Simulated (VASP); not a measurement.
**C: single point with PBE**

The system is C, a slab with vacuum.

```
C
1.0
     2.45617    0.00000    0.00000
    -1.22809    2.12711    0.00000
     0.00000    0.00000    8.52380
C
2
Direct
  0.33333 0.66667 0.00000
  0.66667 0.33333 0.00000
```

- Program: VASP 6.6.1
- Task: single point
- Functional: PBE
- Potentials or basis: VASP PAW PBE potentials, release 64 (C)
- Cutoff: 520 eV
- k mesh: 3 × 7 × 2
- Occupations: gaussian, width 0.1 eV
- Spin: no spin polarisation
- Dipole correction: no
- Further INCAR settings: ALGO = Normal; EDIFF = 1e-07; NBANDS = 11; ISYM = 0

The largest force is 0.539 eV/Å and the band gap on the k mesh is 1.53 eV, direct.

Forces on the atoms (eV/Å):
```
C    0.437 -0.315  0.000
C   -0.437  0.315  0.000
```

Levels at points of the mesh, in eV from the valence-band top:
```csv
k point,band 1,band 2,band 3,band 4,band 5,band 6,band 7,band 8
"(0.00, 0.00, 0.00)",-18.84,-6.92,-2.27,-2.25,3.73,6.05,7.74,9.16
"(0.00, 0.00, 0.50)",-18.84,-6.92,-2.27,-2.25,4.46,4.52,9.16,9.17
```

Run time: 5.5 s on 1 thread of Intel(R) Xeon(R) Platinum 8481C CPU @ 2.70GHz (Sapphire Rapids) (shared host), peak memory 0.14 GiB.

Caveat: the k points lie up to 0.98 Å⁻¹ apart.
